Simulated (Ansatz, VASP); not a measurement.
Cd: VASP beside Ansatz

File INCAR:

```
SYSTEM = Cd
PREC = Accurate
ENCUT = 520
EDIFF = 1E-7
ISMEAR = -1
SIGMA = 0.05
LREAL = .False.
LASPH = .True.
NELM = 100
ALGO = Normal
ISIF = 2
LWAVE = .False.
LCHARG = .True.
GGA = PS
LELF = .True.
LVHAR = .True.
NBANDS = 19
```

KPOINTS

```
Automatic mesh
0
Gamma
  14 14 7
  0 0 0
```

The input POSCAR:

```
Cd
1.0
    2.9788725081      0.0148943625      0.0148943625
   -1.4765373577      2.5723320853      0.0054517151
    0.0280882500      0.0280882500      5.6176500000
Cd
2
Direct
    0.3333333333      0.6666666667      0.2500000000
    0.6666666667      0.3333333333      0.7500000000
```

Input for Ansatz:

```yaml
crystal:
  lattice:
    - [2.9788725081, 0.0148943625, 0.0148943625]
    - [-1.4765373577, 2.5723320853, 0.0054517151]
    - [0.02808825, 0.02808825, 5.61765]
  atoms:
    - { symbol: Cd, position: [0.3333333333, 0.6666666667, 0.25] }
    - { symbol: Cd, position: [0.6666666667, 0.3333333333, 0.75] }
kpoints:
  mp_grid: { grid: [14, 14, 7] }
  band_path:
    path:
      - [0.0, 0.0, 0.0]
      - [0.0, -0.5, 0.0]
      - [0.0, 0.0, 0.5]
      - [0.0, 0.0, 0.0]
      - [-0.5, 0.0, 0.0]
      - [-0.5, 0.5, -0.5]
      - [0.0, 0.0, 0.0]
      - [-0.5, 0.0, -0.5]
      - [-0.5, 0.5, 0.0]
    npoints: 5
scf:
  occupations: { method: fermi_dirac, width: 0.05 }
hamiltonian:
  xc: pbesol
  pseudopotentials: { kind: all_electron, lapw: { basis_error: 0.00025 } }
output:
  forces: true
  stress: true
  eigenvalues: true
```

Change from the starting cell: equal xy, yz and zx shear strains of +1 %.

Alike in both runs: task single point; functional PBEsol; k mesh 14 × 14 × 7; occupations fermi-dirac, width 0.05 eV; no spin polarisation.

|  | VASP | Ansatz |
| --- | --- | --- |
| version | VASP 6.6.1 | Ansatz 0.2.0 |
| potentials or method | VASP PAW PBE potentials, release 64 (Cd), cutoff 520 eV | all-electron LAPW, scalar-relativistic |

|  | VASP | Ansatz | Ansatz less VASP |
| --- | --- | --- | --- |
| pressure (GPa) | -1.1 | -1.4 | -0.35 |
| traceless stress, the component that is largest in VASP (GPa) | -0.26 | -0.10 | +0.154 |

VASP's potentials were made for PBE, not for PBEsol. Ansatz ran all-electron here, and VASP with PAW potentials.
